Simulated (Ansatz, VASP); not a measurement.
Two plane-wave programs on Pd

```
Pd
1.0
     0.00000    2.84359    2.84359
     2.84359    0.00000    2.84359
     2.84359    2.84359    0.00000
Pd
2
Direct
  0.12500 0.12500 0.12500
  0.87500 0.87500 0.87500
```

Alike in both runs: functional PBEsol; k mesh 10 × 10 × 10; occupations fermi-dirac, width 0.05 eV; collinear spin.

Ansatz relaxed the structure, and its values are those at the end. VASP's run is a single point on that final structure, the one shown.

|  | VASP | Ansatz |
| --- | --- | --- |
| version | VASP 6.6.1 | Ansatz 0.2.0 |
| potentials or method | VASP PAW PBE potentials, release 64 (Pd), cutoff 520 eV | plane waves (420 eV) with PAW, scalar-relativistic |
| valence electrons in the cell | 20 | 36 |

```csv
,VASP,Ansatz,Ansatz less VASP
pressure (GPa),-0.6,0.0,+0.56
net moment per atom (μB),0.00,0.47,+0.474
size of the moment on the site where the two differ most (μB),0.00,0.46,+0.459
```

The net moments are unlike, so the other rows may belong to different states. VASP's potentials were made for PBE, not for PBEsol, and Ansatz warns of the same on its side. Site moments also hang on the region over which each program counts them. VASP's potentials hold 20 valence electrons a cell and Ansatz's 36, so a difference there can come from the potentials and not from the codes. Ansatz's warnings: seeded moment not kept.
